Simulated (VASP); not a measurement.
# Nd3Au (P-6m2) in VASP: further runs

Nd3Au is run at these levels: PBE; tasks: single point, relaxation of cell and atoms.

Everything below comes from runs of VASP 6.6.1. Logs are shortened: lines on timing, memory, paths and dates and some standing lists are left out, and cuts for length are marked.

## 1. The cell of the first run

Symmetry: P-6m2, No. 187, hexagonal system. Conventional cell: a = 3.398 Å, b = 3.398 Å, c = 12.126 Å, α = 90.00°, β = 90.00°, γ = 120.00°. Nd (site symmetry -6m2) has 12 Nd at 3.40 to 3.46 Å within 4.5 Å. Nd (site symmetry 3m) has 9 Nd at 3.40 to 3.46 Å and 3 Au at 3.76 Å within 4.5 Å. Within 4.5 Å of Au (site symmetry -6m2) lie 6 Au at 3.40 Å and 6 Nd at 3.76 Å.

The cell was generated, and may not be a known phase.

## 2. Single point, PBE

Contents of INCAR:

```
PREC     = Accurate       # precision mode
ENCUT    = 500            # plane-wave cutoff, eV
EDIFF    = 1E-6           # SCF threshold, eV
ISMEAR   = 0              # smearing method
SIGMA    = 0.1            # smearing width, eV
LREAL    = False          # projectors in reciprocal space
LASPH    = True           # aspherical terms in the spheres
NELM     = 200            # most SCF steps
ALGO     = Normal         # electronic algorithm
ISIF     = 2              # what is computed and relaxed
LWAVE    = False          # write WAVECAR
LCHARG   = False          # write CHGCAR
GGA      = PE             # functional
NBANDS   = 30             # bands
GGA_COMPAT= False        
LMAXMIX  = 6              # l up to which the mixer works
```

Contents of KPOINTS:

```
Automatic mesh
0
Gamma
  6 6 2
```

Contents of POSCAR:

```
Nd3Au
1.0
    3.3977368900      0.0000000000      0.0000000000
   -1.6988684400      2.9425264600      0.0000000000
    0.0000000000      0.0000000000     12.1263166100
Nd Au
3 1
Direct
    0.0000000000      0.0000000000      0.0000000000
    0.6666666700      0.3333333300      0.7649287000
    0.6666666700      0.3333333300      0.2350713000
    0.0000000000      0.0000000000      0.5000000000
```

Potentials or basis: VASP PAW PBE potentials, release 64 (Nd_3, Au), 4f in core.

The run is started by

```console
> cat potpaw_PBE.64/Nd_3/POTCAR potpaw_PBE.64/Au/POTCAR > POTCAR
> mpirun -np 1 vasp_std > vasp.out
```

OUTCAR:

```text
PREC = Accurate
   ENCUT = 500
   EDIFF = 1E-6
   ISMEAR = 0
   LREAL = False
   LASPH = True
   NELM = 200
   ISIF = 2
   GGA = PE

 ion  position               nearest neighbor table
   1  0.000  0.000  0.000-   2 3.46   3 3.46   2 3.46   3 3.46   2 3.46   3 3.46
   2  0.667  0.333  0.765-   1 3.46   1 3.46   1 3.46
   3  0.667  0.333  0.235-   1 3.46   1 3.46   1 3.46
   4  0.000  0.000  0.500-

  LATTYP: Found a hexagonal cell.
 ALAT       =     3.3977368900
 C/A-ratio  =     3.5689392683

  Lattice vectors:

 A1 = (   3.3977368900,   0.0000000000,   0.0000000000)
 A2 = (  -1.6988684400,   2.9425264600,   0.0000000000)
 A3 = (   0.0000000000,   0.0000000000,  12.1263166100)

Analysis of symmetry for initial positions (statically):
=====================================================================
 Subroutine PRICEL returns:
 Original cell was already a primitive cell.

 Routine SETGRP: Setting up the symmetry group for a
 hexagonal supercell.

 Subroutine GETGRP returns: Found 12 space group operations
 (whereof 12 operations were pure point group operations)
 out of a pool of 24 trial point group operations.

The static configuration has the point symmetry D_3h.

Analysis of symmetry for dynamics (positions and initial velocities):
=====================================================================
 Subroutine PRICEL returns:
 Original cell was already a primitive cell.

 Routine SETGRP: Setting up the symmetry group for a
 hexagonal supercell.

 Subroutine GETGRP returns: Found 12 space group operations
 (whereof 12 operations were pure point group operations)
 out of a pool of 24 trial point group operations.

The dynamic configuration has the point symmetry D_3h.

 Subroutine INISYM returns: Found 12 space group operations
 (whereof 12 operations are pure point group operations),
 and found     1 'primitive' translations

----------------------------------------------------------------------------------------

                                     Primitive cell

  volume of cell :     121.2381

  direct lattice vectors                    reciprocal lattice vectors
     3.397736890  0.000000000  0.000000000     0.294313548  0.169922006  0.000000000
    -1.698868440  2.942526460  0.000000000     0.000000000  0.339844013  0.000000000
     0.000000000  0.000000000 12.126316610     0.000000000  0.000000000  0.082465272

  length of vectors
     3.397736890  3.397736886 12.126316610     0.339844012  0.339844013  0.082465272

  position of ions in fractional coordinates (direct lattice)
     0.000000000  0.000000000  0.000000000
     0.666666670  0.333333330  0.764928700
     0.666666670  0.333333330  0.235071300
     0.000000000  0.000000000  0.500000000

  ion indices of the primitive-cell ions
   primitive index   ion index
                 1           1
                 2           2
                 3           3
                 4           4

----------------------------------------------------------------------------------------

 KPOINTS: Automatic mesh

Automatic generation of k-mesh.
 Grid dimensions read from file:
 generate k-points for:    6    6    2

 Generating k-lattice:

  Cartesian coordinates                     Fractional coordinates (reciprocal lattice)
     0.049052258  0.028320334  0.000000000     0.166666667  0.000000000  0.000000000
     0.000000000  0.056640669  0.000000000     0.000000000  0.166666667  0.000000000
     0.000000000  0.000000000  0.041232636     0.000000000  0.000000000  0.500000000

  Length of vectors
     0.056640669  0.056640669  0.041232636

  Shift w.r.t. Gamma in fractional coordinates (k-lattice)
     0.000000000  0.000000000  0.000000000

 Subroutine IBZKPT returns following result:
 ===========================================

 Found     14 irreducible k-points:

 Following reciprocal coordinates:
            Coordinates               Weight
  0.000000  0.000000  0.000000      1.000000
  0.166667 -0.000000  0.000000      6.000000
  0.333333 -0.000000  0.000000      6.000000
  0.500000 -0.000000  0.000000      3.000000
  0.166667  0.166667  0.000000      6.000000
  0.333333  0.166667  0.000000     12.000000
  0.333333  0.333333  0.000000      2.000000
  0.000000  0.000000  0.500000      1.000000
  0.166667 -0.000000  0.500000      6.000000
  0.333333 -0.000000  0.500000      6.000000
  0.500000 -0.000000  0.500000      3.000000
  0.166667  0.166667  0.500000      6.000000
  0.333333  0.166667  0.500000     12.000000
  0.333333  0.333333  0.500000      2.000000
   k-points           NKPTS =     14   k-points in BZ     NKDIM =     14   number of bands    NBANDS=     30
   number of dos      NEDOS =    301   number of ions     NIONS =      4
   total plane-waves  NPLWV =  70560
   dimension x,y,z NGX =    28 NGY =   28 NGZ =   90
   dimension x,y,z NGXF=    56 NGYF=   56 NGZF=  180
   ions per type =               3   1
   NGX,Y,Z   is equivalent  to a cutoff of  13.70, 13.70, 12.34 a.u.
   NGXF,Y,Z  is equivalent  to a cutoff of  27.40, 27.40, 24.68 a.u.
 SYSTEM =  unknown system
   PREC   = accura    normal or accurate (medium, high low for compatibility)
   ISTART =      0    job   : 0-new  1-cont  2-samecut
   ICHARG =      2    charge: 1-file 2-atom 10-const
   ISPIN  =      1    spin polarized calculation?
   LNONCOLLINEAR =      F non collinear calculations
   LSORBIT =      F    spin-orbit coupling
   LASPH  =      T    aspherical Exc in radial PAW
   ENCUT  =  500.0 eV  36.75 Ry    6.06 a.u.   6.19  6.19 22.11*2*pi/ulx,y,z
   NELM   =    200;   NELMIN=  2; NELMDL= -5     # of ELM steps
   EDIFF  = 0.1E-05   stopping-criterion for ELM
   LREAL  =      F    real-space projection
[... 7 lines left out ...]
   TEBEG  =    0.0;   TEEND  =   0.0 temperature during run
   PSTRESS=    0.0 pullay stress
   NELECT =      44.0000    total number of electrons
   NUPDOWN=      -1.0000    fix difference up-down
   EMIN   =  10.00;   EMAX   =-10.00  energy-range for DOS
   EFERMI =   0.00;   METHOD = LEGACY
   ISMEAR =     0;   SIGMA  =   0.10  broadening in eV -4-tet -1-fermi 0-gaus
   EFERMI_NEDOS =   21; number of points for ismear=-14 and -15
   IALGO  =     38    algorithm
   IMIX   =      4    mixing-type and parameters
     AMIX     =   0.40;   BMIX     =  1.00
     AMIX_MAG =   1.60;   BMIX_MAG =  1.00
  volume/ion in A,a.u.               =      30.31       204.54
  Fermi-wavevector in a.u.,A,eV,Ry     =   1.167740  2.206708 18.553122  1.363616
  Thomas-Fermi vector in A             =   2.304236
   LORBIT       =      0    0 simple, 1 ext, 2 COOP (PROOUT), +10 PAW based schemes
   GGA     = PE    functional components
   LHFCALC =     F    Hartree Fock is set to
   AEXX    =    0.0000 exact exchange contribution
   IVDW    =     0    specifies the selected vdW correction
   LEPSILON=     F    determine dielectric tensor
   LRPA    =     F    only Hartree local field effects (RPA)
 non-spin polarized calculation
 Gauss-broadening in eV      SIGMA  =   0.10
  energy-cutoff  :      500.00
  volume of cell :      121.24
 maximum number of plane-waves:      3102
 NGX is ok and might be reduce to    28
   NGX = 13   NGY = 13   NGZ = 45

 number of electron      44.0000000 magnetization

 Free energy of the ion-electron system (eV)
  ---------------------------------------------------
  ext. energy  EPLUGINS =         0.00000000
  ---------------------------------------------------
  free energy    TOTEN  =       -16.42752103 eV

  energy without entropy =      -16.40152047  energy(sigma->0) =      -16.41452075

 E-fermi :   3.8794     XC(G=0): -10.0722

 val. band max:        3.8668922310   @ k =   0.1667   0.1667   0.0000
 cond. band min:       3.8808765666   @ k =   0.0000   0.0000   0.0000
 fundamental gap:      0.0139843356
 Fermi energy:         3.8794044085

 k-point     1 :       0.0000    0.0000    0.0000
  band No.  band energies     occupation
      1     -33.9687      2.00000
      2     -33.9511      2.00000
      3     -33.5254      2.00000
      4     -15.6682      2.00000
      5     -15.2158      2.00000
      6     -14.3604      2.00000
[... 22 lines left out ...]
     29       6.0605      0.00000
     30       6.0605      0.00000

 k-point     2 :       0.1667   -0.0000    0.0000
  band No.  band energies     occupation
      1     -33.9156      2.00000
      2     -33.9016      2.00000
      3     -33.4786      2.00000
      4     -15.5546      2.00000
      5     -15.1897      2.00000
      6     -14.7611      2.00000
[... 22 lines left out ...]
     29       6.4056      0.00000
     30       6.8582      0.00000

 k-point     3 :       0.3333   -0.0000    0.0000
  band No.  band energies     occupation
      1     -33.8068      2.00000
      2     -33.8006      2.00000
      3     -33.3834      2.00000
      4     -15.5938      2.00000
      5     -15.5182      2.00000
      6     -15.3492      2.00000
[... 22 lines left out ...]
     29       7.4956      0.00000
     30       7.6451      0.00000

 k-point     4 :       0.5000   -0.0000    0.0000
  band No.  band energies     occupation
      1     -33.7510      2.00000
      2     -33.7490      2.00000
      3     -33.3350      2.00000
      4     -15.9038      2.00000
      5     -15.8662      2.00000
      6     -15.6169      2.00000
[... 22 lines left out ...]
     29       7.3965      0.00000
     30       8.3789      0.00000

 k-point     5 :       0.1667    0.1667    0.0000
  band No.  band energies     occupation
      1     -33.8344      2.00000
      2     -33.8261      2.00000
      3     -33.4074      2.00000
      4     -15.4443      2.00000
      5     -15.2509      2.00000
      6     -15.2312      2.00000
[... 22 lines left out ...]
     29       7.0013      0.00000
     30       7.0722      0.00000
[... 196 lines left out ...]
     29       7.5318      0.00000
     30       8.8148      0.00000

 k-point    12 :       0.1667    0.1667    0.5000
  band No.  band energies     occupation
      1     -33.8344      2.00000
      2     -33.8262      2.00000
      3     -33.4074      2.00000
      4     -15.4443      2.00000
      5     -15.2501      2.00000
      6     -15.2311      2.00000
[... 22 lines left out ...]
     29       6.4822      0.00000
     30       7.1254      0.00000

 k-point    13 :       0.3333    0.1667    0.5000
  band No.  band energies     occupation
      1     -33.7513      2.00000
      2     -33.7491      2.00000
      3     -33.3350      2.00000
      4     -15.7271      2.00000
      5     -15.6789      2.00000
      6     -15.4726      2.00000
[... 22 lines left out ...]
     29       6.6720      0.00000
     30       7.7931      0.00000

 k-point    14 :       0.3333    0.3333    0.5000
  band No.  band energies     occupation
      1     -33.7233      2.00000
      2     -33.7232      2.00000
      3     -33.3106      2.00000
      4     -15.5164      2.00000
      5     -15.4678      2.00000
      6     -15.3955      2.00000
[... 22 lines left out ...]
     29       6.8377      0.00000
     30       7.1609      0.00000

------------------------ aborting loop because EDIFF is reached ----------------------------------------

  FORCE on cell =-STRESS in cart. coord.  units (eV):
  Direction    XX          YY          ZZ          XY          YZ          ZX
  --------------------------------------------------------------------------------------
  -------------------------------------------------------------------------------------
  Total        3.5004574      3.5004574     -2.8661417      0.0000000      0.0000000      0.0000000
  in kB       46.2590120     46.2590119    -37.8764453      0.0000001      0.0000000      0.0000000
  external PRESSURE =      18.2138595 kB  Pullay stress =       0.0000000 kB

 VOLUME and BASIS-vectors are now :
 -----------------------------------------------------------------------------
  energy-cutoff  :      500.00
  volume of cell :      121.24
      direct lattice vectors                 reciprocal lattice vectors
     3.397736890  0.000000000  0.000000000     0.294313548  0.169922006  0.000000000
    -1.698868440  2.942526460  0.000000000     0.000000000  0.339844013  0.000000000
     0.000000000  0.000000000 12.126316610     0.000000000  0.000000000  0.082465272

 POSITION                                       TOTAL-FORCE (eV/Angst)
 -----------------------------------------------------------------------------------
      0.00000      0.00000      0.00000         0.000000     -0.000000      0.000000
      1.69887      0.98084      9.27577        -0.000000      0.000000     -1.526696
      1.69887      0.98084      2.85055        -0.000000      0.000000      1.526696
      0.00000      0.00000      6.06316         0.000000      0.000000      0.000000
 -----------------------------------------------------------------------------------
    total drift:                               -0.000020      0.000012     -0.000000

  FREE ENERGIE OF THE ION-ELECTRON SYSTEM (eV)
  ---------------------------------------------------
  free  energy   TOTEN  =       -16.4275210311 eV

  energy  without entropy=      -16.4015204744  energy(sigma->0) =      -16.41452075
```

Wall time 93 s (1 thread of AMD EPYC 7R43 (Zen 3), shared host); peak memory 0.24 GiB.

Results:

```yaml
Free_energy: -16.4275 eV
Pressure: 1.8 GPa
Largest_force: 1.527 eV/Å
Band_gap_on_the_k_mesh: zero (bands 22 and 23 overlap by 0.73 eV)
```

Forces on the atoms (eV/Å):
```
Nd   0.000  0.000  0.000
Nd   0.000  0.000 -1.527
Nd   0.000  0.000  1.527
Au   0.000  0.000  0.000
```

Caveat: the stress differs along the axes, from -4 to 5 GPa; spin-orbit coupling is left out, which moves the levels of the heavy elements; the 4f electrons are frozen in the core, so they carry no moment and show no levels; forces of over 1 eV/Å act on the atoms, so gaps and moduli don't describe the material at rest.

## 3. Single point, PBE

This run uses another cell than the first one, of 32.99 Å³/atom.

Contents of INCAR:

```
SYSTEM = Nd3Au
ALGO = Normal ; EDIFF = 1E-6
ENCUT = 500 ; GGA = PE
GGA_COMPAT = .False. ; ISIF = 2
ISMEAR = 0 ; LASPH = .True.
LCHARG = .False. ; LMAXMIX = 6
LREAL = .False. ; LWAVE = .False.
NBANDS = 30 ; NELM = 200
PREC = Accurate ; SIGMA = 0.1
```

Contents of KPOINTS:

```
k-points
0
Gamma
  6 6 2
  0 0 0
```

Contents of POSCAR:

```
Nd3Au
1.0
    3.8794666413     -0.0000000033      0.0000000000
   -1.9397333178      3.3597166662      0.0000000000
    0.0000000000      0.0000000000     10.1245103790
Nd Au
3 1
Direct
    0.0000000000      0.0000000000      0.0000000000
    0.6666666667      0.3333333333      0.7042162304
    0.6666666667      0.3333333333      0.2957837696
    0.0000000000      0.0000000000      0.5000000000
```

Potentials or basis: VASP PAW PBE potentials, release 64 (Nd_3, Au), 4f in core.

The run is started by

```console
> cat potpaw_PBE.64/Nd_3/POTCAR potpaw_PBE.64/Au/POTCAR > POTCAR
> mpirun -np 1 vasp_std > vasp.out
```

OUTCAR:

```text
SYSTEM = Nd3Au
   EDIFF = 1E-6
   ENCUT = 500
   GGA = PE
   ISIF = 2
   ISMEAR = 0
   LASPH = .True.
   LREAL = .False.
   NELM = 200
   PREC = Accurate

 ion  position               nearest neighbor table
   1  0.000  0.000  0.000-   2 3.74   3 3.74   2 3.74   3 3.74   2 3.74   3 3.74
   2  0.667  0.333  0.704-   4 3.05   4 3.05   4 3.05   1 3.74   1 3.74   1 3.74
   3  0.667  0.333  0.296-   4 3.05   4 3.05   4 3.05   1 3.74   1 3.74   1 3.74
   4  0.000  0.000  0.500-   2 3.05   3 3.05   2 3.05   3 3.05   2 3.05   3 3.05

  LATTYP: Found a hexagonal cell.
 ALAT       =     3.8794666413
 C/A-ratio  =     2.6097686396

  Lattice vectors:

 A1 = (   3.8794666413,  -0.0000000033,   0.0000000000)
 A2 = (  -1.9397333178,   3.3597166662,   0.0000000000)
 A3 = (   0.0000000000,   0.0000000000,  10.1245103790)

Analysis of symmetry for initial positions (statically):
=====================================================================
 Subroutine PRICEL returns:
 Original cell was already a primitive cell.

 Routine SETGRP: Setting up the symmetry group for a
 hexagonal supercell.
[... 157 lines left out ...]

  energy without entropy =      -18.46398449  energy(sigma->0) =      -18.48362350

 E-fermi :   3.8129     XC(G=0):  -9.7399

 val. band max:        3.8003405942   @ k =   0.3333   0.3333   0.5000
 cond. band min:       3.8156092728   @ k =   0.3333   0.3333   0.0000
 fundamental gap:      0.0152686786
 Fermi energy:         3.8129019633

 k-point     1 :       0.0000    0.0000    0.0000
  band No.  band energies     occupation
      1     -34.3437      2.00000
      2     -34.3301      2.00000
      3     -34.1820      2.00000
      4     -15.7092      2.00000
      5     -15.6130      2.00000
      6     -15.2260      2.00000
[... 451 lines left out ...]
     29       6.5986      0.00000
     30       6.6734      0.00000

------------------------ aborting loop because EDIFF is reached ----------------------------------------

  FORCE on cell =-STRESS in cart. coord.  units (eV):
  Direction    XX          YY          ZZ          XY          YZ          ZX
  --------------------------------------------------------------------------------------
  -------------------------------------------------------------------------------------
  Total        0.1456942      0.1456942      0.0565457     -0.0000000      0.0000000     -0.0000000
  in kB        1.7689036      1.7689036      0.6865331     -0.0000000      0.0000000     -0.0000000
  external PRESSURE =       1.4081135 kB  Pullay stress =       0.0000000 kB

 VOLUME and BASIS-vectors are now :
 -----------------------------------------------------------------------------
  energy-cutoff  :      500.00
  volume of cell :      131.96
      direct lattice vectors                 reciprocal lattice vectors
     3.879466641 -0.000000003  0.000000000     0.257767393  0.148822073  0.000000000
    -1.939733318  3.359716666  0.000000000     0.000000000  0.297644147  0.000000000
     0.000000000  0.000000000 10.124510379     0.000000000  0.000000000  0.098770208

 POSITION                                       TOTAL-FORCE (eV/Angst)
 -----------------------------------------------------------------------------------
      0.00000      0.00000      0.00000        -0.000000      0.000000      0.000000
      1.93973      1.11991      7.12984        -0.000000     -0.000000      0.028388
      1.93973      1.11991      2.99467         0.000000     -0.000000     -0.028388
      0.00000      0.00000      5.06226        -0.000000     -0.000000      0.000000
 -----------------------------------------------------------------------------------
    total drift:                               -0.000000      0.000000      0.000000

  FREE ENERGIE OF THE ION-ELECTRON SYSTEM (eV)
  ---------------------------------------------------
  free  energy   TOTEN  =       -18.5032625183 eV

  energy  without entropy=      -18.4639844887  energy(sigma->0) =      -18.48362350
```

stdout:

```text
POSCAR found type information on POSCAR NdAu
 POSCAR found :  2 types and       4 ions
 scaLAPACK will be used
 LDA part: xc-table for (Slater+PW92), standard interpolation
 POSCAR, INCAR and KPOINTS ok, starting setup
 FFT: planning ... GRIDC
 FFT: planning ... GRID_SOFT
 FFT: planning ... GRID
 WAVECAR not read
 entering main loop
```

It took 74 s on 1 thread of AMD EPYC 7R43 (Zen 3), shared host; peak memory 0.21 GiB.

What came out:

| Quantity | Value |
| --- | --- |
| Free energy | -18.5033 eV |
| Pressure | 0.1 GPa |
| Largest force | 0.028 eV/Å |
| Band gap on the k mesh | zero (bands 22 and 23 overlap by 1.20 eV) |

Forces on the atoms (eV/Å):
```
Nd   0.000  0.000  0.000
Nd   0.000  0.000  0.028
Nd   0.000  0.000 -0.028
Au   0.000  0.000  0.000
```

Caveat: spin-orbit coupling is left out, which moves the levels of the heavy elements; the 4f electrons are frozen in the core, so they carry no moment and show no levels.

(Part 1 of 2 ends here.)
